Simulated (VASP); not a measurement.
Here is a VASP 6.6.1 calculation.

The input INCAR:

```
SYSTEM = SiC
PREC = Accurate
ENCUT = 520
EDIFF = 1E-6
ISMEAR = -1
SIGMA = 0.05
LREAL = .False.
LASPH = .True.
NELM = 100
ALGO = Normal
ISIF = 2
LWAVE = .False.
LCHARG = .True.
GGA = PE
LELF = .True.
LVHAR = .True.
NBANDS = 16
```

KPOINTS

```
regular mesh
0
Gamma
  12 12 7
  0 0 0
```

The input POSCAR:

```
SiC
1.0
    3.0424662102      0.0000000000      0.0000000000
   -1.5212331051      2.6348530282      0.0000000000
    0.0000000000      0.0000000000      4.9942821274
Si C
2 2
Direct
    0.3333333300      0.6666666700      0.4996024000
    0.6666666700      0.3333333300      0.9996024000
    0.3333333300      0.6666666700      0.8753976000
    0.6666666700      0.3333333300      0.3753976000
```

Potentials or basis: VASP PAW PBE potentials, release 64 (Si, C).

Command:

```console
$ cat potpaw_PBE.64/Si/POTCAR potpaw_PBE.64/C/POTCAR > POTCAR
$ mpirun -np 1 vasp_std > vasp.out
```

Predict the pressure.

11.2 GPa.

What does it give for the band gap on the k mesh?

2.21 eV, indirect (least direct gap 4.04 eV).

Stress tensor (GPa, compression positive):
```
11.35  0.00  0.00
 0.00 11.35  0.00
 0.00  0.00 10.97
```

A k mesh can miss the band edges. Expect the measured gap to be larger: semilocal functionals such as PBE lack the derivative discontinuity.
